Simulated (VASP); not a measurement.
# Si2C (Cmcm) in VASP: notebook, part 2 of 2

VASP 6.6.1. Earlier steps stand in the parts before.

### 3 Single point, PBE

This run uses another cell than the first one, of 11.15 Å³/atom.

INCAR

```
SYSTEM = Si2C
ALGO = Normal
EDIFF = 1E-6
ENCUT = 520
GGA = PE
ISIF = 2
ISMEAR = 0
LASPH = .TRUE.
LCHARG = .TRUE.
LELF = .TRUE.
LREAL = .FALSE.
LVHAR = .TRUE.
LWAVE = .FALSE.
NBANDS = 21
NELM = 80
PREC = Accurate
SIGMA = 0.1
```

KPOINTS

```
k-points
0
G
  14 14 8
  0 0 0
```

POSCAR

```
Si2C
1.0
    1.4577822551     -4.7981721838      0.0000000000
    1.4577822551      4.7981721838      0.0000000000
    0.0000000000      0.0000000000      4.7818818186
Si C
4 2
Direct
    0.9685635741      0.0314364259      0.2500000000
    0.6901614321      0.3098385679      0.2500000000
    0.3098385679      0.6901614321      0.7500000000
    0.0314364259      0.9685635741      0.7500000000
    0.3238199780      0.6761800220      0.2500000000
    0.6761800220      0.3238199780      0.7500000000
```

Potentials or basis: VASP PAW PBE potentials, release 64 (Si, C).

Launch:

```
$ cat potpaw_PBE.64/Si/POTCAR potpaw_PBE.64/C/POTCAR > POTCAR
$ mpirun -np 1 vasp_std > vasp.out
```

OUTCAR:

```text
SYSTEM = Si2C
   EDIFF = 1E-6
   ENCUT = 520
   GGA = PE
   ISIF = 2
   ISMEAR = 0
   LASPH = .TRUE.
   LREAL = .FALSE.
   NELM = 80
   PREC = Accurate

 ion  position               nearest neighbor table
   1  0.969  0.031  0.250-   5 2.01   5 2.01   4 2.47   4 2.47   2 2.58   2 2.58   2 2.67
   2  0.690  0.310  0.250-   5 1.94   5 1.94   6 2.39   6 2.39   1 2.58   1 2.58   1 2.67   3 3.03
                             3 3.03   3 3.03   3 3.03
   3  0.310  0.690  0.750-   6 1.94   6 1.94   5 2.39   5 2.39   4 2.58   4 2.58   4 2.67   2 3.03
                             2 3.03   2 3.03   2 3.03
[... 791 lines left out ...]
  Total        0.0344552     -0.0410828      0.0041588      0.0000000      0.0000000      0.0000000
  in kB        0.8252165     -0.9839508      0.0996050      0.0000000      0.0000000      0.0000000
  external PRESSURE =      -0.0197098 kB  Pullay stress =       0.0000000 kB

 VOLUME and BASIS-vectors are now :
 -----------------------------------------------------------------------------
  energy-cutoff  :      520.00
  volume of cell :       66.90
      direct lattice vectors                 reciprocal lattice vectors
     1.457782255 -4.798172184  0.000000000     0.342986751 -0.104206348  0.000000000
     1.457782255  4.798172184  0.000000000     0.342986751  0.104206348  0.000000000
     0.000000000  0.000000000  4.781881819     0.000000000  0.000000000  0.209122692

 POSITION                                       TOTAL-FORCE (eV/Angst)
 -----------------------------------------------------------------------------------
      1.45778     -4.49650      1.19547         0.000000      0.008804      0.000000
      1.45778     -1.82485      1.19547         0.000000     -0.010926     -0.000000
      1.45778      1.82485      3.58641         0.000000      0.010926      0.000000
      1.45778      4.49650      3.58641         0.000000     -0.008804      0.000000
      1.45778      1.69068      1.19547         0.000000     -0.004651      0.000000
      1.45778     -1.69068      3.58641         0.000000      0.004651      0.000000
 -----------------------------------------------------------------------------------
    total drift:                                0.000000     -0.000000      0.000000

  FREE ENERGIE OF THE ION-ELECTRON SYSTEM (eV)
  ---------------------------------------------------
  free  energy   TOTEN  =       -36.5548744712 eV

  energy  without entropy=      -36.5495789947  energy(sigma->0) =      -36.55222673
```

OSZICAR:

```text
N       E                     dE             d eps       ncg     rms          rms(c)
DAV:   1     0.445669564279E+02    0.44567E+02   -0.10647E+04 11970   0.101E+03
DAV:   2    -0.350181790739E+02   -0.79585E+02   -0.76351E+02 15184   0.164E+02
DAV:   3    -0.392410143240E+02   -0.42228E+01   -0.41771E+01 15792   0.341E+01
DAV:   4    -0.392822275387E+02   -0.41213E-01   -0.41175E-01 14982   0.385E+00
DAV:   5    -0.392825946459E+02   -0.36711E-03   -0.36707E-03 15427   0.355E-01    0.117E+01
DAV:   6    -0.364996800478E+02    0.27829E+01   -0.88455E+00 14140   0.159E+01    0.539E+00
DAV:   7    -0.365711998049E+02   -0.71520E-01   -0.14430E+00 14376   0.633E+00    0.269E+00
DAV:   8    -0.365572160698E+02    0.13984E-01   -0.64029E-02 14767   0.147E+00    0.840E-01
DAV:   9    -0.365546699757E+02    0.25461E-02   -0.14380E-02 15148   0.710E-01    0.154E-01
DAV:  10    -0.365548610614E+02   -0.19109E-03   -0.12593E-03 14157   0.201E-01    0.891E-02
DAV:  11    -0.365548789818E+02   -0.17920E-04   -0.11567E-04 14829   0.617E-02    0.171E-02
DAV:  12    -0.365548745667E+02    0.44150E-05   -0.17768E-05 14803   0.229E-02    0.692E-03
DAV:  13    -0.365548744712E+02    0.95560E-07   -0.13842E-06  9119   0.688E-03
   1 F= -.36554874E+02 E0= -.36552227E+02  d E =-.529548E-02
```

stdout:

```text
POSCAR found type information on POSCAR SiC
 POSCAR found :  2 types and       6 ions
 scaLAPACK will be used
 LDA part: xc-table for (Slater+PW92), standard interpolation
 POSCAR, INCAR and KPOINTS ok, starting setup
 FFT: planning ... GRIDC
 FFT: planning ... GRID_SOFT
 FFT: planning ... GRID
 WAVECAR not read
 entering main loop
```

Wall time 7.5 min (1 thread of Intel Xeon Platinum 8375C at 2.90GHz (Ice Lake), shared host); peak memory 0.45 GiB.

What came out:

| Item | Value |
| --- | --- |
| Free energy | -36.5549 eV |
| Pressure | 0.0 GPa |
| Largest force | 0.011 eV/Å |
| Band gap on the k mesh | zero (bands 12 and 13 overlap by 4.17 eV) |

Forces in eV/Å, atoms in the order of the input:
```
Si   0.000  0.009  0.000
Si   0.000 -0.011  0.000
Si   0.000  0.011  0.000
Si   0.000 -0.009  0.000
C    0.000 -0.005  0.000
C    0.000  0.005  0.000
```

### 4 Single point, PBE, collinear spin

This run uses another cell than the first one, of 14.40 Å³/atom.

INCAR

```
SYSTEM = Si2C
ALGO = Normal
EDIFF = 1E-6
ENCUT = 520
GGA = PE
ISIF = 2
ISMEAR = 0
ISPIN = 2
LASPH = .TRUE.
LCHARG = .TRUE.
LELF = .TRUE.
LORBIT = 11
LREAL = .FALSE.
LVHAR = .TRUE.
LWAVE = .FALSE.
MAGMOM = 0 0 0 0 1 1
NBANDS = 25
NELM = 150
PREC = Accurate
SIGMA = 0.1
```

KPOINTS

```
k-points
0
G
  6 6 4
  0 0 0
```

POSCAR

```
Si2C
1.0
    1.3570166900     -7.0512655800      0.0000000000
    1.3570166900      7.0512655800      0.0000000000
    0.0000000000      0.0000000000      4.5153730400
Si C
4 2
Direct
    0.1111111100      0.8888888900      0.2500000000
    0.7777777800      0.2222222200      0.2500000000
    0.2222222200      0.7777777800      0.7500000000
    0.8888888900      0.1111111100      0.7500000000
    0.4444444400      0.5555555600      0.2500000000
    0.5555555600      0.4444444400      0.7500000000
```

Launch:

```
$ cat potpaw_PBE.64/Si/POTCAR potpaw_PBE.64/C/POTCAR > POTCAR
$ mpirun -np 1 vasp_std > vasp.out
```

Run time: 5.5 min. Hardware: 1 thread of Intel Xeon Platinum 8375C at 2.90GHz (Ice Lake), shared host; peak memory 0.42 GiB.

Results (log left out):

| Property | Result |
| --- | --- |
| Free energy | -28.5351 eV |
| Pressure | -14.9 GPa |
| Largest force | 1.342 eV/Å |
| Band gap on the k mesh | zero (filled and empty bands overlap) |
| Net moment | 0.00 μB per cell |
| Valence electrons inside the program's atomic spheres | Si 1.46, 1.52 (each value once); C 2.02 |

Forces on the atoms (eV/Å):
```
Si   0.000  1.342  0.000
Si   0.000 -0.730  0.000
Si   0.000  0.730  0.000
Si   0.000 -1.342  0.000
C    0.000  0.231  0.000
C    0.000 -0.231  0.000
```

Stress tensor (GPa, compression positive):
```
-16.16   0.00   0.00
  0.00 -18.27   0.00
  0.00   0.00 -10.38
```

Levels at points of the mesh, in eV from the Fermi level:
Spin up:
| k point | band 8 | band 9 | band 10 | band 11 | band 12 | band 13 | band 14 | band 15 | band 16 | band 17 |
| --- | --- | --- | --- | --- | --- | --- | --- | --- | --- | --- |
| (0.00, 0.00, 0.00) | -3.30 | -3.17 | -2.55 | -2.39 | 1.65 | 1.91 | 1.91 | 2.69 | 2.77 | 5.01 |
| (0.50, 0.00, 0.00) | -2.54 | -1.85 | -1.59 | -1.46 | -1.45 | -1.08 | -0.71 | -0.21 | 0.53 | 0.62 |
| (0.50, 0.50, 0.00) | -4.72 | -2.34 | -1.70 | -1.04 | 0.95 | 1.85 | 1.95 | 2.79 | 3.50 | 4.66 |
| (0.00, 0.00, 0.50) | -1.89 | -1.15 | -1.15 | 1.19 | 1.19 | 2.41 | 2.41 | 2.52 | 2.52 | 4.04 |
| (0.50, 0.00, 0.50) | -4.86 | -3.05 | -3.05 | -2.77 | -2.77 | 0.35 | 0.35 | 0.88 | 0.88 | 2.75 |
| (0.50, 0.50, 0.50) | -5.02 | 0.67 | 0.67 | 1.94 | 1.94 | 2.39 | 2.39 | 2.98 | 2.98 | 4.23 |
Spin down:
| k point | band 8 | band 9 | band 10 | band 11 | band 12 | band 13 | band 14 | band 15 | band 16 | band 17 |
| --- | --- | --- | --- | --- | --- | --- | --- | --- | --- | --- |
| (0.00, 0.00, 0.00) | -3.30 | -3.17 | -2.55 | -2.39 | 1.65 | 1.91 | 1.91 | 2.69 | 2.77 | 5.01 |
| (0.50, 0.00, 0.00) | -2.54 | -1.85 | -1.59 | -1.46 | -1.45 | -1.08 | -0.71 | -0.21 | 0.53 | 0.62 |
| (0.50, 0.50, 0.00) | -4.72 | -2.34 | -1.70 | -1.04 | 0.95 | 1.85 | 1.95 | 2.79 | 3.51 | 4.66 |
| (0.00, 0.00, 0.50) | -1.89 | -1.15 | -1.15 | 1.19 | 1.19 | 2.41 | 2.41 | 2.52 | 2.52 | 4.04 |
| (0.50, 0.00, 0.50) | -4.86 | -3.05 | -3.05 | -2.77 | -2.77 | 0.35 | 0.35 | 0.89 | 0.89 | 2.75 |
| (0.50, 0.50, 0.50) | -5.02 | 0.67 | 0.67 | 1.94 | 1.94 | 2.39 | 2.39 | 2.98 | 2.98 | 4.23 |

Caveat: the k points lie up to 0.39 Å⁻¹ apart, too coarse for converged energies and pressures of a metal; forces of over 1 eV/Å act on the atoms, so gaps and moduli don't describe the material at rest.

### 5 Overview

| spin | cell | k mesh | gap on the mesh (eV) | pressure (GPa) | moment (μB) | largest force (eV/Å) |
| --- | --- | --- | --- | --- | --- | --- |
| collinear | a = 5.021, b = 5.021, c = 4.755 Å, angles 90.0, 90.0, 146.2°, 6 atoms, atomic positions A | 6 × 6 × 4 | none | 0.1 | 0.00 | 0.01 |
| off | a = 5.015, b = 5.015, c = 4.782 Å, angles 90.0, 90.0, 146.2°, 6 atoms, atomic positions B | 14 × 14 × 8 | none | 0.0 | - | 0.01 |
| collinear | a = 7.181, b = 7.181, c = 4.515 Å, angles 90.0, 90.0, 158.2°, 6 atoms, atomic positions C | 6 × 6 × 4 | none | -14.9 | 0.00 | 1.34 |

Alike in all rows: task single point; level PBE; potentials or basis VASP PAW PBE potentials, release 64 (Si, C); cutoff (eV) 520; smearing gaussian 0.1 eV.

Caveats: some runs use coarse meshes; forces of over 1 eV/Å act on the atoms, so gaps and moduli don't describe the material at rest (at least some runs).

Total energies depend on the potentials used, so only differences within one code and one set of settings carry meaning.
